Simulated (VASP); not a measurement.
# Al2Cu (I4/mcm) in VASP: settings compared, part 3 of 3

VASP 6.6.1. The steps go on from the part before.

## 4. Relaxation of cell and atoms, PBEsol

This run uses another cell than the first one, of 14.91 Å³/atom, 1.032 times its volume.

Input file INCAR:

```
ALGO = Fast ; EDIFF = 1E-7
EDIFFG = -0.005 ; ENCUT = 600
GGA = PS ; IBRION = 2
ISIF = 3 ; ISMEAR = 0
LASPH = True ; LCHARG = False
LREAL = False ; LWAVE = False
NELM = 100 ; NSW = 70
PREC = Accurate ; SIGMA = 0.1
```

Input file KPOINTS:

```
k-points
0
Gamma
  10 10 10
```

Input file POSCAR:

```
Al2Cu
1.0
   -3.0261888788      3.0261888788      2.4416174514
    3.0261888788     -3.0261888788      2.4416174514
    3.0261888788      3.0261888788     -2.4416174514
Al Cu
4 2
Direct
    0.6587211841      0.1587211841      0.8174423682
    0.1587211841      0.3412788159      0.5000000000
    0.3412788159      0.8412788159      0.1825576318
    0.8412788159      0.6587211841      0.5000000000
    0.2500000000      0.2500000000      0.0000000000
    0.7500000000      0.7500000000      0.0000000000
```

Potentials or basis: VASP PAW PBE potentials, release 64 (Al, Cu).

Started as:

```console
> cat potpaw_PBE.64/Al/POTCAR potpaw_PBE.64/Cu/POTCAR > POTCAR
> mpirun -np 1 vasp_std > vasp.out
```

OUTCAR:

```text
EDIFF = 1E-7
   EDIFFG = -0.005
   ENCUT = 600
   GGA = PS
   IBRION = 2
   ISIF = 3
   ISMEAR = 0
   LASPH = True
   LREAL = False
   NELM = 100
   NSW = 70
   PREC = Accurate

 ion  position               nearest neighbor table
   1  0.659  0.159  0.817-   5 2.58   6 2.58   5 2.58   6 2.58   3 2.72   3 2.90   3 2.90   4 3.11
                             2 3.11   2 3.11   4 3.11   4 3.22   2 3.22   2 3.22   4 3.22
   2  0.159  0.341  0.500-   6 2.58   5 2.58   5 2.58   6 2.58   4 2.72   4 2.90   4 2.90   3 3.11
                             1 3.11   1 3.11   3 3.11   1 3.22   3 3.22   1 3.22   3 3.22
   3  0.341  0.841  0.183-   5 2.58   6 2.58   5 2.58   6 2.58   1 2.72   1 2.90   1 2.90   2 3.11
                             4 3.11   4 3.11   2 3.11   4 3.22   2 3.22   4 3.22   2 3.22
   4  0.841  0.659  0.500-   5 2.58   6 2.58   6 2.58   5 2.58   2 2.72   2 2.90   2 2.90   3 3.11
                             1 3.11   1 3.11   3 3.11   1 3.22   3 3.22   3 3.22   1 3.22
   5  0.250  0.250  0.000-   6 2.44   6 2.44   4 2.58   2 2.58   4 2.58   2 2.58   1 2.58   3 2.58
                             3 2.58   1 2.58
   6  0.750  0.750  0.000-   5 2.44   5 2.44   2 2.58   4 2.58   2 2.58   4 2.58   3 2.58   1 2.58
                             1 2.58   3 2.58

  LATTYP: Found a body centered tetragonal cell.
 ALAT       =     6.0523777576
 C/A-ratio  =     0.8068291667

  Lattice vectors:

 A1 = (  -3.0261888788,   3.0261888788,   2.4416174514)
 A2 = (   3.0261888788,  -3.0261888788,   2.4416174514)
 A3 = (   3.0261888788,   3.0261888788,  -2.4416174514)

Analysis of symmetry for initial positions (statically):
=====================================================================
 Subroutine PRICEL returns:
 Original cell was already a primitive cell.

 Routine SETGRP: Setting up the symmetry group for a
 body centered tetragonal supercell.

 Subroutine GETGRP returns: Found 16 space group operations
 (whereof  8 operations were pure point group operations)
 out of a pool of 16 trial point group operations.

The static configuration has the point symmetry C_4h.
 The point group associated with its full space group is D_4h.

Analysis of symmetry for dynamics (positions and initial velocities):
=====================================================================
 Subroutine PRICEL returns:
 Original cell was already a primitive cell.

[... 154 lines left out ...]
   NGX = 19   NGY = 19   NGZ = 19

--------------------------------------- Ionic step        1  -------------------------------------------

 number of electron      33.9999976 magnetization

 Free energy of the ion-electron system (eV)
  ---------------------------------------------------
  ext. energy  EPLUGINS =         0.00000000
  ---------------------------------------------------
  free energy    TOTEN  =       -25.99496740 eV

  energy without entropy =      -25.98578514  energy(sigma->0) =      -25.99037627

------------------------ aborting loop because EDIFF is reached ----------------------------------------

  FORCE on cell =-STRESS in cart. coord.  units (eV):
  Direction    XX          YY          ZZ          XY          YZ          ZX
  --------------------------------------------------------------------------------------
  -------------------------------------------------------------------------------------
  Total       -1.5799342     -1.5799342     -1.7879701      0.0000000      0.0000000      0.0000000
  in kB      -28.3021819    -28.3021819    -32.0288355      0.0000000      0.0000000      0.0000000
  external PRESSURE =     -29.5443997 kB  Pullay stress =       0.0000000 kB
[... 267 lines left out ...]
--------------------------------------- Ionic step        8  -------------------------------------------

 number of electron      33.9999997 magnetization

 Free energy of the ion-electron system (eV)
  ---------------------------------------------------
  ext. energy  EPLUGINS =         0.00000000
  ---------------------------------------------------
  free energy    TOTEN  =       -26.01947091 eV

  energy without entropy =      -26.01028031  energy(sigma->0) =      -26.01487561

 E-fermi :   8.1870     XC(G=0): -11.0673

 val. band max:        8.1755023351   @ k =  -0.2000   0.4000   0.1000
 cond. band min:       8.1935079758   @ k =  -0.1000   0.3000   0.1000
 fundamental gap:      0.0180056407
 Fermi energy:         8.1870232371

 k-point     1 :       0.0000    0.0000    0.0000
  band No.  band energies     occupation
      1      -2.7512      2.00000
      2       2.7464      2.00000
      3       2.9429      2.00000
      4       2.9429      2.00000
      5       2.9625      2.00000
      6       3.8844      2.00000
[... 565 lines left out ...]
     20      10.8754      0.00000
     21      11.5719      0.00000

 [... further k-points ...]

------------------------ aborting loop because EDIFF is reached ----------------------------------------

  FORCE on cell =-STRESS in cart. coord.  units (eV):
  Direction    XX          YY          ZZ          XY          YZ          ZX
  --------------------------------------------------------------------------------------
  -------------------------------------------------------------------------------------
  Total       -0.0175560     -0.0175560      0.0278256      0.0000000      0.0000000      0.0000000
  in kB       -0.3235800     -0.3235800      0.5128610      0.0000000      0.0000000      0.0000000
  external PRESSURE =      -0.0447664 kB  Pullay stress =       0.0000000 kB
[... 21 lines left out ...]
  FREE ENERGIE OF THE ION-ELECTRON SYSTEM (eV)
  ---------------------------------------------------
  free  energy   TOTEN  =       -26.0194709122 eV

  energy  without entropy=      -26.0102803129  energy(sigma->0) =      -26.01487561

 reached required accuracy - stopping structural energy minimisation
```

OSZICAR:

```text
N       E                     dE             d eps       ncg     rms          rms(c)
DAV:   1     0.196731536208E+03    0.19673E+03   -0.15330E+04  4284   0.202E+03
DAV:   2    -0.177947027077E+02   -0.21453E+03   -0.20836E+03  4284   0.353E+02
DAV:   3    -0.307703098735E+02   -0.12976E+02   -0.12294E+02  5871   0.112E+02
[... 93 lines left out ...]
RMM:   3    -0.260194745754E+02    0.21021E-03   -0.93934E-04  4300   0.592E-01    0.250E-02
RMM:   4    -0.260194717634E+02    0.28120E-05   -0.85150E-05  5224   0.592E-02    0.902E-03
RMM:   5    -0.260194707294E+02    0.10341E-05   -0.76434E-06  4298   0.393E-02    0.169E-03
RMM:   6    -0.260194708280E+02   -0.98612E-07   -0.31453E-06  4364   0.127E-02    0.495E-04
RMM:   7    -0.260194709122E+02   -0.84170E-07   -0.38975E-07  3143   0.890E-03
   8 F= -.26019471E+02 E0= -.26014876E+02  d E =-.166692E-04
```

CONTCAR:

```text
Al2Cu
   1.00000000000000
    -2.9993611862102041    2.9993611862102041    2.4156718952663221
     2.9993611862102041   -2.9993611862102041    2.4156718952663221
     2.9993611862102041    2.9993611862102041   -2.4156718952663221
  Al              Cu
     4     2
Direct
     0.6593148615759548    0.1593148615759545    0.8186297231519020
     0.1593148615759545    0.3406851384240455    0.5000000000000000
     0.3406851384240455    0.8406851384240452    0.1813702768480980
     0.8406851384240452    0.6593148615759548    0.5000000000000000
     0.2500000000000000    0.2500000000000000    0.0000000000000000
     0.7500000000000000    0.7500000000000000    0.0000000000000000

  0.00000000E+00  0.00000000E+00  0.00000000E+00
  0.00000000E+00  0.00000000E+00  0.00000000E+00
  0.00000000E+00  0.00000000E+00  0.00000000E+00
  0.00000000E+00  0.00000000E+00  0.00000000E+00
  0.00000000E+00  0.00000000E+00  0.00000000E+00
  0.00000000E+00  0.00000000E+00  0.00000000E+00
```

Wall time 19 min (1 thread of Intel Xeon 6975P-C, shared host); peak memory 0.41 GiB.

What came out:

| Property | Result |
| --- | --- |
| Free energy | -26.0195 eV |
| Relaxed volume | 14.49 Å³/atom |
| Relaxed cell | a = 4.881 Å, b = 4.881 Å, c = 4.881 Å, α = 104.18°, β = 104.18°, γ = 120.68° |
| Space group after relaxing (to 0.05 Å) | I4/mcm (No. 140) |
| Energy gained by relaxing | 4.1 meV/atom |
| Ionic steps | 8 |
| Pressure after relaxing | 0.0 GPa |
| Band gap on the k mesh | zero (band 17 reaches 10.81 eV, above the bottom of band 18 at 6.40 eV) |

The path:
```
step  energy change (eV)  largest force (eV/Å)  pressure (GPa)  volume (Å³)
   1              0.0000                0.0648           -2.95        89.44
   2             -0.0206                0.0082            1.28        85.93
   3             -0.0244                0.0258           -0.02        86.90
   4             -0.0243                0.0249            0.08        86.85
   5             -0.0245                0.0140            0.09        86.86
   6             -0.0245                0.0015            0.09        86.87
   7             -0.0245                0.0012           -0.11        86.99
   8             -0.0245                0.0013            0.00        86.93
```

Final structure:
```yaml
crystal:
  lattice:
    - [-2.99936, 2.99936, 2.41567]
    - [2.99936, -2.99936, 2.41567]
    - [2.99936, 2.99936, -2.41567]
  atoms:
    - { symbol: Al, position: [0.65931, 0.15931, 0.81863] }
    - { symbol: Al, position: [0.15931, 0.34069, 0.50000] }
    - { symbol: Al, position: [0.34069, 0.84069, 0.18137] }
    - { symbol: Al, position: [0.84069, 0.65931, 0.50000] }
    - { symbol: Cu, position: [0.25000, 0.25000, 0.00000] }
    - { symbol: Cu, position: [0.75000, 0.75000, 0.00000] }
```

Caveat: the PAW data sets were made with another functional, which shifts forces and pressure a little.

## 5. Summary

```csv
task,level,cell,cutoff (eV),gap on the mesh (eV),pressure (GPa)
single point,PBEsol,"a = 4.877 Å, angles 104.2, 104.2, 120.7°, 6 atoms",520,none,0.3
single point,PBEsol+D3(BJ),"a = 4.877 Å, angles 104.2, 104.2, 120.7°, 6 atoms",520,none,-4.0
relaxation of cell and atoms,PBEsol,"relaxed from a = 4.927 Å, angles 104.2, 104.2, 120.6°, 6 atoms",600,none,0.0
```

Alike in all rows: potentials or basis VASP PAW PBE potentials, release 64 (Al, Cu); no spin polarisation; k mesh 10 × 10 × 10; smearing gaussian 0.1 eV.

Caveats: the PAW data sets were made with another functional, which shifts forces and pressure a little; three body term missing (some runs); pairwise dispersion overbinds metals, which lowers pressure and volume (some runs).

Total energies depend on the potentials used, so only differences within one code and one set of settings carry meaning.
